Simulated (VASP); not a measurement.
Ag, 1 atom in the cell. It takes space group Im-3m (No. 229, cubic). The conventional cell has a = 3.477 Å, b = 3.477 Å, c = 3.477 Å, α = 90.00°, β = 90.00°, γ = 90.00°. Within 4.0 Å of Ag (site symmetry m-3m) lie 14 Ag at 3.01 to 3.48 Å. This isn't the form of Ag at room conditions, which is fcc. This cell differs from its parent crystal: strain +0.050 along x and y, +0.050 along z.

- Program: VASP 6.6.1
- Task: single point
- Functional: LDA
- Potentials or basis: VASP PAW LDA potentials, release 64 (Ag)
- Cutoff: 520 eV
- k mesh: 20 × 20 × 20
- Occupations: gaussian, width 0.15 eV
- Spin: no spin polarisation
- Dipole correction: no
- Further INCAR settings: ALGO = Fast; EDIFF = 1e-06; NBANDS = 12

Potentials or basis: VASP PAW LDA potentials, release 64 (Ag).

Launch:

```sh
$ cat potpaw_LDA.64/Ag/POTCAR > POTCAR
$ mpirun -np 1 vasp_std > vasp.out
```

Hardware: 1 thread of Intel Xeon 8259CL, on a shared host.

Estimate the wall time of this run.

It took 59 s on 1 thread of Intel Xeon 8259CL (shared host), peak memory 0.18 GiB. Counts: scf iterations 11, k points 256.
